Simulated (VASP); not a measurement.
# Sr4TmSi (I4/mmm) in VASP: relaxation of cell and atoms with PBE

Aim: the relaxation of cell and atoms of Sr4TmSi with PBE.

Everything below comes from runs of VASP 6.6.1. Logs are shortened: lines on timing, memory, paths and dates and some standing lists are left out, and cuts for length are marked.

**1. The cell of the first run**

Symmetry: I4/mmm, No. 139, tetragonal system. The conventional cell has a = 8.438 Å, b = 8.438 Å, c = 7.200 Å, α = 90.00°, β = 90.00°, γ = 90.00°. Within 4.6 Å of Sr (site symmetry 2/m) lie 2 Tm at 3.48 Å and 2 Si at 3.48 Å and 6 Sr at 3.60 to 4.22 Å. Within 4.6 Å of Tm (site symmetry 4/mmm) lie 8 Sr at 3.48 Å and 2 Si at 3.60 Å. Within 4.6 Å of Si (site symmetry 4/mmm) lie 8 Sr at 3.48 Å and 2 Tm at 3.60 Å.

The cell was generated, and may not be a known phase.

**2. Relaxation of cell and atoms, PBE**

Contents of INCAR:

```
SYSTEM = Sr4TmSi
PREC = Accurate
ENCUT = 500
EDIFF = 1E-7
ISMEAR = 0
SIGMA = 0.1
LREAL = .False.
LASPH = .True.
NELM = 200
ALGO = Normal
ISIF = 3
LWAVE = .False.
LCHARG = .False.
GGA = PE
IBRION = 2
NSW = 100
EDIFFG = -0.01
GGA_COMPAT = .False.
NELMIN = 4
LMAXMIX = 6
```

Contents of KPOINTS:

```
Automatic mesh
0
Gamma
  6 6 6
  0 0 0
```

Contents of POSCAR:

```
Sr4TmSi
1.0
   -4.2190824428      4.2190824428      3.5999269263
    4.2190824428     -4.2190824428      3.5999269263
    4.2190824428      4.2190824428     -3.5999269263
Sr Tm Si
4 1 1
Direct
    0.5000000000      0.5000000000      0.5000000000
    0.0000000000      0.0000000000      0.5000000000
    0.5000000000      0.0000000000      0.0000000000
    0.0000000000      0.5000000000      0.0000000000
    0.5000000000      0.5000000000      0.0000000000
    0.0000000000      0.0000000000      0.0000000000
```

Potentials or basis: VASP PAW PBE potentials, release 64 (Sr_sv, Tm_3, Si), 4f in core.

Command:

```sh
$ cat potpaw_PBE.64/Sr_sv/POTCAR potpaw_PBE.64/Tm_3/POTCAR potpaw_PBE.64/Si/POTCAR > POTCAR
$ mpirun -np 1 vasp_std > vasp.out
```

OUTCAR:

```text
SYSTEM = Sr4TmSi
   PREC = Accurate
   ENCUT = 500
   EDIFF = 1E-7
   ISMEAR = 0
   LREAL = .False.
   LASPH = .True.
   NELM = 200
   ISIF = 3
   GGA = PE
   IBRION = 2
   NSW = 100
   EDIFFG = -0.01
   NELMIN = 4

 ion  position               nearest neighbor table
   1  0.500  0.500  0.500-   5 3.48   6 3.48   5 3.48   6 3.48   2 3.60   2 3.60   3 4.22   4 4.22
                             4 4.22   3 4.22
   2  0.000  0.000  0.500-   5 3.48   6 3.48   6 3.48   5 3.48   1 3.60   1 3.60   4 4.22   3 4.22
                             4 4.22   3 4.22
   3  0.500  0.000  0.000-   5 3.48   6 3.48   5 3.48   6 3.48   4 3.60   4 3.60   1 4.22   1 4.22
                             2 4.22   2 4.22
   4  0.000  0.500  0.000-   5 3.48   6 3.48   6 3.48   5 3.48   3 3.60   3 3.60   2 4.22   1 4.22
                             1 4.22   2 4.22
   5  0.500  0.500  0.000-   1 3.48   2 3.48   3 3.48   4 3.48   1 3.48   3 3.48   4 3.48   2 3.48

   6  0.000  0.000  0.000-   1 3.48   2 3.48   3 3.48   4 3.48   2 3.48   4 3.48   3 3.48   1 3.48

  LATTYP: Found a body centered tetragonal cell.
 ALAT       =     8.4381648856
 C/A-ratio  =     0.8532487751

  Lattice vectors:

 A1 = (  -4.2190824428,   4.2190824428,   3.5999269263)
 A2 = (   4.2190824428,  -4.2190824428,   3.5999269263)
 A3 = (   4.2190824428,   4.2190824428,  -3.5999269263)

Analysis of symmetry for initial positions (statically):
=====================================================================
 Subroutine PRICEL returns:
 Original cell was already a primitive cell.

 Routine SETGRP: Setting up the symmetry group for a
 body centered tetragonal supercell.

 Subroutine GETGRP returns: Found 16 space group operations
 (whereof 16 operations were pure point group operations)
 out of a pool of 16 trial point group operations.

The static configuration has the point symmetry D_4h.

Analysis of symmetry for dynamics (positions and initial velocities):
=====================================================================
 Subroutine PRICEL returns:
 Original cell was already a primitive cell.

 Routine SETGRP: Setting up the symmetry group for a
 body centered tetragonal supercell.

 Subroutine GETGRP returns: Found 16 space group operations
 (whereof 16 operations were pure point group operations)
 out of a pool of 16 trial point group operations.

The dynamic configuration has the point symmetry D_4h.

 Subroutine INISYM returns: Found 16 space group operations
 (whereof 16 operations are pure point group operations),
 and found     1 'primitive' translations

----------------------------------------------------------------------------------------

                                     Primitive cell

  volume of cell :     256.3243

  direct lattice vectors                    reciprocal lattice vectors
    -4.219082443  4.219082443  3.599926926     0.000000000  0.118509180  0.138891708
     4.219082443 -4.219082443  3.599926926     0.118509180  0.000000000  0.138891708
     4.219082443  4.219082443 -3.599926926     0.118509180  0.118509180  0.000000000

  length of vectors
     6.968557038  6.968557038  6.968557038     0.182579660  0.182579660  0.167597289

  position of ions in fractional coordinates (direct lattice)
     0.500000000  0.500000000  0.500000000
     0.000000000  0.000000000  0.500000000
     0.500000000  0.000000000  0.000000000
     0.000000000  0.500000000  0.000000000
     0.500000000  0.500000000  0.000000000
     0.000000000  0.000000000  0.000000000

  ion indices of the primitive-cell ions
   primitive index   ion index
                 1           1
                 2           2
                 3           3
                 4           4
                 5           5
                 6           6

----------------------------------------------------------------------------------------

 KPOINTS: Automatic mesh

Automatic generation of k-mesh.
 Grid dimensions read from file:
 generate k-points for:    6    6    6

 Generating k-lattice:

  Cartesian coordinates                     Fractional coordinates (reciprocal lattice)
     0.000000000  0.019751530  0.023148618     0.166666667  0.000000000  0.000000000
     0.019751530  0.000000000  0.023148618     0.000000000  0.166666667  0.000000000
     0.019751530  0.019751530  0.000000000     0.000000000  0.000000000  0.166666667

  Length of vectors
     0.030429943  0.030429943  0.027932882

  Shift w.r.t. Gamma in fractional coordinates (k-lattice)
     0.000000000  0.000000000  0.000000000

 Subroutine IBZKPT returns following result:
 ===========================================

 Found     30 irreducible k-points:

 Following reciprocal coordinates:
            Coordinates               Weight
  0.000000  0.000000  0.000000      1.000000
  0.166667  0.000000 -0.000000      8.000000
  0.333333 -0.000000  0.000000      8.000000
  0.500000 -0.000000  0.000000      4.000000
  0.166667  0.166667 -0.000000      8.000000
  0.333333  0.166667  0.000000     16.000000
[... 16 lines left out ...]
 -0.333333 -0.333333  0.166667      8.000000
 -0.166667 -0.333333  0.166667      8.000000
 [... further k-points ...]
   k-points           NKPTS =     30   k-points in BZ     NKDIM =     30   number of bands    NBANDS=     31
   number of dos      NEDOS =    301   number of ions     NIONS =      6
   total plane-waves  NPLWV = 157464
   dimension x,y,z NGX =    54 NGY =   54 NGZ =   54
   dimension x,y,z NGXF=   108 NGYF=  108 NGZF=  108
   ions per type =               4   1   1
   NGX,Y,Z   is equivalent  to a cutoff of  12.88, 12.88, 12.88 a.u.
   NGXF,Y,Z  is equivalent  to a cutoff of  25.77, 25.77, 25.77 a.u.
 SYSTEM =  Sr4TmSi
   PREC   = accura    normal or accurate (medium, high low for compatibility)
   ISTART =      0    job   : 0-new  1-cont  2-samecut
   ICHARG =      2    charge: 1-file 2-atom 10-const
   ISPIN  =      1    spin polarized calculation?
   LNONCOLLINEAR =      F non collinear calculations
   LSORBIT =      F    spin-orbit coupling
   LASPH  =      T    aspherical Exc in radial PAW
   ENCUT  =  500.0 eV  36.75 Ry    6.06 a.u.  12.71 12.71 12.71*2*pi/ulx,y,z
   NELM   =    200;   NELMIN=  4; NELMDL= -5     # of ELM steps
   EDIFF  = 0.1E-06   stopping-criterion for ELM
   LREAL  =      F    real-space projection
   EDIFFG = -.1E-01   stopping-criterion for IOM
   NSW    =    100    number of steps for IOM
   IBRION =      2    ionic relax: 0-MD 1-quasi-New 2-CG
   NFREE  =      1    steps in history (QN), initial steepest desc. (CG)
   ISIF   =      3    stress and relaxation
   ISYM   =      2    0-nonsym 1-usesym 2-fastsym
   POTIM  = 0.5000    time-step for ionic-motion
   TEBEG  =    0.0;   TEEND  =   0.0 temperature during run
   PSTRESS=    0.0 pullay stress
   NELECT =      53.0000    total number of electrons
   NUPDOWN=      -1.0000    fix difference up-down
   EMIN   =  10.00;   EMAX   =-10.00  energy-range for DOS
   EFERMI =   0.00;   METHOD = LEGACY
   ISMEAR =     0;   SIGMA  =   0.10  broadening in eV -4-tet -1-fermi 0-gaus
   EFERMI_NEDOS =   21; number of points for ismear=-14 and -15
   IALGO  =     38    algorithm
   IMIX   =      4    mixing-type and parameters
     AMIX     =   0.40;   BMIX     =  1.00
     AMIX_MAG =   1.60;   BMIX_MAG =  1.00
  volume/ion in A,a.u.               =      42.72       288.29
  Fermi-wavevector in a.u.,A,eV,Ry     =   0.968063  1.829374 12.750641  0.937146
  Thomas-Fermi vector in A             =   2.098001
   LORBIT       =      0    0 simple, 1 ext, 2 COOP (PROOUT), +10 PAW based schemes
   GGA     = PE    functional components
   LHFCALC =     F    Hartree Fock is set to
   AEXX    =    0.0000 exact exchange contribution
   IVDW    =     0    specifies the selected vdW correction
   LEPSILON=     F    determine dielectric tensor
   LRPA    =     F    only Hartree local field effects (RPA)
 conjugate gradient relaxation of ions
 non-spin polarized calculation
 Gauss-broadening in eV      SIGMA  =   0.10
  energy-cutoff  :      500.00
  volume of cell :      256.32
 maximum number of plane-waves:      6529
 NGX is ok and might be reduce to    54
   NGX = 25   NGY = 25   NGZ = 25

--------------------------------------- Ionic step        1  -------------------------------------------

 number of electron      52.9999998 magnetization

 Free energy of the ion-electron system (eV)
  ---------------------------------------------------
  ext. energy  EPLUGINS =         0.00000000
  ---------------------------------------------------
  free energy    TOTEN  =       -14.89019516 eV

  energy without entropy =      -14.84486429  energy(sigma->0) =      -14.86752973

------------------------ aborting loop because EDIFF is reached ----------------------------------------

  FORCE on cell =-STRESS in cart. coord.  units (eV):
  Direction    XX          YY          ZZ          XY          YZ          ZX
  --------------------------------------------------------------------------------------
  -------------------------------------------------------------------------------------
  Total        0.1408530      0.1408530     -0.1396241      0.0000000      0.0000000      0.0000000
  in kB        0.8804141      0.8804141     -0.8727327      0.0000000      0.0000000      0.0000000
  external PRESSURE =       0.2960318 kB  Pullay stress =       0.0000000 kB
[... 65 lines left out ...]
  energy  without entropy=      -14.8453180788  energy(sigma->0) =      -14.86790699

--------------------------------------- Ionic step        3  -------------------------------------------

 number of electron      52.9999999 magnetization

 Free energy of the ion-electron system (eV)
  ---------------------------------------------------
  ext. energy  EPLUGINS =         0.00000000
  ---------------------------------------------------
  free energy    TOTEN  =       -14.89059683 eV

  energy without entropy =      -14.84555395  energy(sigma->0) =      -14.86807539

 E-fermi :   1.8264     XC(G=0):  -7.8907

 val. band max:        1.8251009276   @ k =  -0.1667   0.5000   0.1667
 cond. band min:       1.8311682537   @ k =   0.5000   0.5000   0.1667
 fundamental gap:      0.0060673261
 Fermi energy:         1.8263733649

 k-point     1 :       0.0000    0.0000    0.0000
  band No.  band energies     occupation
      1     -34.1773      2.00000
      2     -34.1660      2.00000
      3     -34.1292      2.00000
      4     -34.1292      2.00000
      5     -24.3151      2.00000
      6     -24.1832      2.00000
[... 805 lines left out ...]
     30       2.8069      0.00000
     31       3.0945      0.00000

 [... further k-points ...]

------------------------ aborting loop because EDIFF is reached ----------------------------------------

  FORCE on cell =-STRESS in cart. coord.  units (eV):
  Direction    XX          YY          ZZ          XY          YZ          ZX
  --------------------------------------------------------------------------------------
  -------------------------------------------------------------------------------------
  Total       -0.0086145     -0.0086145     -0.0164389      0.0000000     -0.0000000      0.0000000
  in kB       -0.0537286     -0.0537286     -0.1025299      0.0000000     -0.0000000      0.0000000
  external PRESSURE =      -0.0699957 kB  Pullay stress =       0.0000000 kB
[... 21 lines left out ...]
  FREE ENERGIE OF THE ION-ELECTRON SYSTEM (eV)
  ---------------------------------------------------
  free  energy   TOTEN  =       -14.8905968288 eV

  energy  without entropy=      -14.8455539548  energy(sigma->0) =      -14.86807539

 reached required accuracy - stopping structural energy minimisation
```

Wall time 6.8 min (1 thread of Intel Xeon 6975P-C (Granite Rapids), shared host); peak memory 0.55 GiB.

Results:

```yaml
Free_energy: -14.8906 eV
Relaxed_volume: 42.81 Å³/atom
Relaxed_cell: a = 6.976 Å, b = 6.976 Å, c = 6.976 Å, α = 105.38°, β = 105.38°, γ = 118.01°
Space_group_after_relaxing_to_0.1_Å: I4/mmm (No. 139)
Energy_gained_by_relaxing: 0.1 meV/atom
Ionic_steps: 3
Pressure_after_relaxing: 0.0 GPa
Band_gap_on_the_k_mesh: zero (an odd number of electrons rules out a gap without spin polarisation)
```

Step by step:
| step | energy change (eV) | largest force (eV/Å) | pressure (GPa) | volume (Å³) |
| --- | --- | --- | --- | --- |
| 1 | 0.0000 | 0.0000 | 0.03 | 256.32 |
| 2 | -0.0003 | 0.0000 | 0.01 | 256.62 |
| 3 | -0.0004 | 0.0000 | -0.01 | 256.88 |

Final structure:
```
Sr Tm Si
1.0
    -4.22820    4.22820    3.59222
     4.22820   -4.22820    3.59222
     4.22820    4.22820   -3.59222
Sr Tm Si
4 1 1
Direct
  0.50000 0.50000 0.50000
  0.00000 0.00000 0.50000
  0.50000 0.00000 0.00000
  0.00000 0.50000 0.00000
  0.50000 0.50000 0.00000
  0.00000 0.00000 0.00000
```

Caveat: spin-orbit coupling is left out, which moves the levels of the heavy elements; the 4f electrons are frozen in the core, so they carry no moment and show no levels. Spin polarisation is off, so any magnetic state and its effect on volume and gap are missing.
